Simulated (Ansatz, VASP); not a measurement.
## BaTiO3 in VASP and in Ansatz

INCAR

```
ALGO = Normal
EDIFF = 1E-6
ENCUT = 520
GGA = PE
ISIF = 2
ISMEAR = -1
LASPH = T
LCHARG = F
LREAL = F
LWAVE = F
NBANDS = 28
NELM = 80
PREC = Accurate
SIGMA = 0.02
```

The input KPOINTS:

```
k-points
0
Gamma
  6 6 6
```

File POSCAR:

```
BaTiO3
1.0
    3.8131590514      0.0000000000      0.0000000000
    0.0000000000      3.8131590514      0.0000000000
    0.0000000000      0.0000000000      4.5334503277
Ba Ti O
1 1 3
Direct
    0.5000000000      0.5000000000      0.6141888996
    0.0000000000      0.0000000000      0.1248022295
    0.0000000000      0.5000000000      0.0509716146
    0.5000000000      0.0000000000      0.0509716146
    0.0000000000      0.0000000000      0.5190626316
```

Input for Ansatz:

```yaml
crystal:
  lattice:
    - [3.8131590514, 0.0, 0.0]
    - [0.0, 3.8131590514, 0.0]
    - [0.0, 0.0, 4.5334503277]
  atoms:
    - { symbol: Ba, position: [0.5, 0.5, 0.6141888996] }
    - { symbol: Ti, position: [0.0, 0.0, 0.1248022295] }
    - { symbol: O, position: [0.0, 0.5, 0.0509716146] }
    - { symbol: O, position: [0.5, 0.0, 0.0509716146] }
    - { symbol: O, position: [0.0, 0.0, 0.5190626316] }
kpoints:
  mp_grid: { grid: [6, 6, 6] }
  band_path:
    path:
      - [0.0, 0.0, 0.0]
      - [0.0, 0.5, 0.0]
      - [0.5, 0.5, 0.0]
      - [0.0, 0.0, 0.5]
      - [0.0, 0.5, 0.5]
      - [0.5, 0.5, 0.5]
    npoints: 1
hamiltonian:
  xc: pbe
scf:
  occupations: { method: fermi_dirac, width: 0.02 }
  n_extra_bands: 5
output:
  forces: true
  stress: true
  eigenvalues: true
  write_density: true
  write_potential: true
  elf: true
  volumetric_format: npy
```

Change from the starting cell: epitaxial_xy strain -4.0%.

Alike in both runs: task single point; functional PBE; k mesh 6 × 6 × 6; occupations fermi-dirac, width 0.02 eV; no spin polarisation.

|  | VASP | Ansatz |
| --- | --- | --- |
| version | VASP 6.6.1 | Ansatz 0.2.0 |
| potentials or method | VASP PAW PBE potentials, release 64 (Ba_sv, Ti_sv, O) | plane waves, PAW |
| plane-wave cutoff (eV) | 520 | 420 |
| valence electrons in the cell | 40 | 40 |

VASP gave:

```
gap on the k mesh at the Fermi level (eV)                     : 1.91
pressure (GPa)                                                : 10.6
traceless stress, the component that is largest in VASP (GPa) : -5.75
rms of the force components (eV/Å)                            : 0.078
```

**Question.** What did Ansatz give for the same quantities?

**Answer.** gap on the k mesh at the Fermi level (eV): 1.96; pressure (GPa): 8.9; traceless stress, the component that is largest in VASP (GPa): -5.61; rms of the force components (eV/Å): 0.066.

Atom by atom the forces differ by 0.036 eV/Å (rms over components). With one functional, cell and mesh, what is left measures potentials, basis and numerics.

Neither program's run includes spin-orbit coupling.
